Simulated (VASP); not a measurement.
SrO:

```
Sr O
1.0
     3.55329    0.00000    0.00000
    -1.77664    3.07724    0.00000
     0.00000    0.00000    6.21730
Sr O
2 2
Direct
  0.33333 0.66667 0.25000
  0.66667 0.33333 0.75000
  0.00000 0.00000 0.00000
  0.00000 0.00000 0.50000
```

```yaml
Program: VASP 6.6.1
Task: relaxation of cell and atoms
Functional: PBE
Potentials_or_basis: VASP PAW PBE potentials, release 64 (Sr_sv, O)
Cutoff: 600 eV
k_mesh: 6 × 6 × 4
Occupations: gaussian, width 0.02 eV
Spin: no spin polarisation
```

At the start: pressure 1.9 GPa; volume 17.00 Å³/atom.

**Question.** Where does the relaxation end?

**Answer.** Over 4 steps the energy falls by 2.3 meV/atom and the volume is 17.39 Å³/atom (+2.3 %); space group P6_3/mmc (No. 194, to 0.05 Å).

Step by step:
```csv
step,energy change (eV),largest force (eV/Å),pressure (GPa),volume (Å³)
1,0.0000,0.0000,1.92,67.98
2,-0.0084,0.0000,-0.54,70.01
3,-0.0092,0.0000,-0.01,69.54
4,-0.0093,0.0000,0.00,69.55
```

Final structure:
```yaml
crystal:
  lattice:
    - [3.58372, 0.00000, 0.00000]
    - [-1.79186, 3.10359, 0.00000]
    - [0.00000, 0.00000, 6.25306]
  atoms:
    - { symbol: Sr, position: [0.33333, 0.66667, 0.25000] }
    - { symbol: Sr, position: [0.66667, 0.33333, 0.75000] }
    - { symbol: O, position: [0.00000, 0.00000, 0.00000] }
    - { symbol: O, position: [0.00000, 0.00000, 0.50000] }
```
